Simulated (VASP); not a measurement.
Runs of VASP 6.6.1 on InP. The structure is that of space group F-43m (No. 216), or close to it. The cells are those of the table. 

```tsv
cell	gap on the mesh (eV)	pressure (GPa)
a = 4.343, b = 4.343, c = 4.214 Å, angles 61.0, 61.0, 58.1°, 2 atoms	-	-3.1
a = 4.183, b = 4.183, c = 4.214 Å, angles 59.8, 59.8, 60.5°, 2 atoms	(a)	(b)
a = 4.278, b = 4.278, c = 4.214 Å, angles 60.5, 60.5, 59.0°, 2 atoms	0.23	-1.7
a = 4.310, b = 4.310, c = 4.214 Å, angles 60.7, 60.7, 58.5°, 2 atoms	0.12	-2.4
a = 4.326, b = 4.326, c = 4.214 Å, angles 60.9, 60.9, 58.3°, 2 atoms	0.06	-2.8
a = 4.246, b = 4.246, c = 4.214 Å, angles 60.2, 60.2, 59.5°, 2 atoms	0.33	-0.9
```

Alike in all rows: task single point; level PBE; potentials or basis VASP PAW PBE potentials, release 64 (In_d, P); no spin polarisation; k mesh 10 × 10 × 10; cutoff (eV) 520; smearing gaussian 0.05 eV.

**Question.** Fill in the values left out.

**Answer.** (a) 0.47; (b) 0.9.

Caveats: spin-orbit coupling is left out, which moves the levels of the heavy elements.

A k mesh can miss the band edges, and the runs leave out spin-orbit coupling on In.
